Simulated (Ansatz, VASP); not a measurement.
One calculation of Sb, two programs

```
CELL_PARAMETERS angstrom
2.18286 1.26027 3.68784
-2.18286 1.26027 3.68784
0.00000 -2.52055 3.68784
ATOMIC_POSITIONS crystal
Sb 0.23364 0.23364 0.23364
Sb 0.76636 0.76636 0.76636
```

Change from the starting cell: strain +0.015 along x and y, -0.015 along z, atoms carried along.

Alike in both runs: task single point; functional PBEsol; k mesh 12 × 12 × 12; occupations gaussian, width 0.15 eV; no spin polarisation.

```csv
,VASP,Ansatz
version,VASP 6.6.1,Ansatz 0.2.0
potentials or method,"VASP PAW PBE potentials, release 64 (Sb_d_GW), cutoff 500 eV","scalar-relativistic, plane waves, PAW"
valence electrons in the cell,30,30
```

Ansatz gave:

```
gap on the k mesh at the Fermi level (eV)                     : none
pressure (GPa)                                                : -0.7
traceless stress, the component that is largest in VASP (GPa) : 0.61
rms of the force components (eV/Å)                            : 0.078
```

Question: Which values does VASP return?

Answer: gap on the k mesh at the Fermi level (eV): none; pressure (GPa): -0.8; traceless stress, the component that is largest in VASP (GPa): 0.61; rms of the force components (eV/Å): 0.079.

VASP's potentials were made for PBE, not for PBEsol. Atom by atom the forces differ by 0.001 eV/Å (rms over components). A gap of «none» marks a metal or a gap that the smearing closes.

Spin-orbit coupling is off throughout.
